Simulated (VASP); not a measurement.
The system is CaB3Sb3.

```
CELL_PARAMETERS angstrom
5.18646 0.00000 0.00000
0.00000 5.18646 0.00000
0.00000 0.00000 5.18646
ATOMIC_POSITIONS crystal
Ca 0.50000 0.50000 0.50000
B 0.50000 0.50000 0.00000
B 0.00000 0.50000 0.50000
B 0.50000 0.00000 0.50000
Sb 0.50000 0.00000 0.00000
Sb 0.00000 0.50000 0.00000
Sb 0.00000 0.00000 0.50000
```

```yaml
Program: VASP 6.6.1
Task: relaxation of cell and atoms
Functional: PBE
Potentials_or_basis: VASP PAW PBE potentials, release 64 (Ca_sv, B, Sb)
Cutoff: 600 eV
k_mesh: 8 × 8 × 8
Occupations: gaussian, width 0.1 eV
Spin: no spin polarisation
```

At the start: pressure -2.1 GPa; volume 19.93 Å³/atom.

How do energy, volume and symmetry change on relaxing?

Over 3 steps the energy falls by 4.5 meV/atom and the volume is 19.25 Å³/atom (-3.4 %); space group Pm-3m (No. 221, to 0.05 Å).

Step by step:
| step | energy change (eV) | largest force (eV/Å) | pressure (GPa) | volume (Å³) |
| --- | --- | --- | --- | --- |
| 1 | 0.0000 | 0.0000 | -2.07 | 139.51 |
| 2 | -0.0316 | 0.0000 | 0.16 | 134.39 |
| 3 | -0.0318 | 0.0000 | 0.00 | 134.73 |

Final structure:
```xyz
7
Lattice="5.1265 0.0000 0.0000 0.0000 5.1265 0.0000 0.0000 0.0000 5.1265" Properties=species:S:1:pos:R:3 pbc="T T T"
Ca    2.5633    2.5633    2.5633
B     2.5633    2.5633    0.0000
B     0.0000    2.5633    2.5633
B     2.5633    0.0000    2.5633
Sb    2.5633    0.0000    0.0000
Sb    0.0000    2.5633    0.0000
Sb    0.0000    0.0000    2.5633
```
